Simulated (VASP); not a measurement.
The system is Br.

```
CELL_PARAMETERS angstrom
3.36325 -2.32255 0.00000
3.36325 2.32255 0.00000
0.00000 0.00000 8.70230
ATOMIC_POSITIONS crystal
Br 0.36510 0.63490 0.39010
Br 0.13490 0.86510 0.89010
Br 0.63490 0.36510 0.60990
Br 0.86510 0.13490 0.10990
```

```yaml
Program: VASP 6.6.1
Task: relaxation of cell and atoms
Functional: PBEsol
Potentials_or_basis: VASP PAW PBE potentials, release 64 (Br)
Cutoff: 600 eV
k_mesh: 7 × 7 × 3
Occupations: fermi-dirac, width 0.05 eV
Spin: no spin polarisation
```

At the start: pressure 0.1 GPa; volume 33.99 Å³/atom.

Q: How do energy, volume and symmetry change on relaxing?

A: Over 24 steps the energy falls by 61.3 meV/atom and the volume is 30.81 Å³/atom (-9.4 %); space group Cmce (No. 64, to 0.1 Å) before and after.

Step by step:
```csv
step,energy change (eV),largest force (eV/Å),pressure (GPa),volume (Å³)
1,0.0000,0.7488,0.15,135.95
2,-0.0355,0.1907,-1.83,136.56
3,-0.0404,0.1130,-1.34,136.39
4,-0.1046,0.1010,-1.15,131.92
5,-0.1924,0.2092,0.90,118.90
6,-0.1958,0.1434,0.09,122.34
7,-0.1979,0.1616,0.35,121.09
8,-0.2073,0.2060,-0.08,120.60
9,-0.2074,0.2234,-0.11,120.55
10,-0.2202,0.1963,0.13,119.80
11,-0.2307,0.1315,0.81,118.01
12,-0.2384,0.1193,0.29,119.19
13,-0.2387,0.1253,0.17,119.47
14,-0.2412,0.0703,0.21,119.89
15,-0.2430,0.0423,0.29,120.70
16,-0.2438,0.0383,-0.07,122.02
17,-0.2439,0.0338,0.00,121.72
18,-0.2443,0.0274,0.00,122.01
19,-0.2450,0.0114,0.02,122.88
20,-0.2450,0.0098,0.02,123.14
21,-0.2450,0.0108,-0.02,123.33
22,-0.2450,0.0027,-0.03,123.25
23,-0.2450,0.0019,-0.02,123.23
24,-0.2450,0.0023,-0.01,123.24
```

Final structure:
```xyz
4
Lattice="3.5833 -2.0194 0.0000 3.5833 2.0194 0.0000 0.0000 0.0000 8.5156" Properties=species:S:1:pos:R:3 pbc="T T T"
Br    3.5833    0.6250    3.2352
Br    3.5833    1.3944    7.4930
Br    3.5833   -0.6250    5.2804
Br    3.5833   -1.3944    1.0226
```

Caveat: this functional lacks dispersion, which holds the molecules together, so the pressure and a relaxed volume are unreliable; the PAW data sets were made with another functional, which shifts forces and pressure a little.
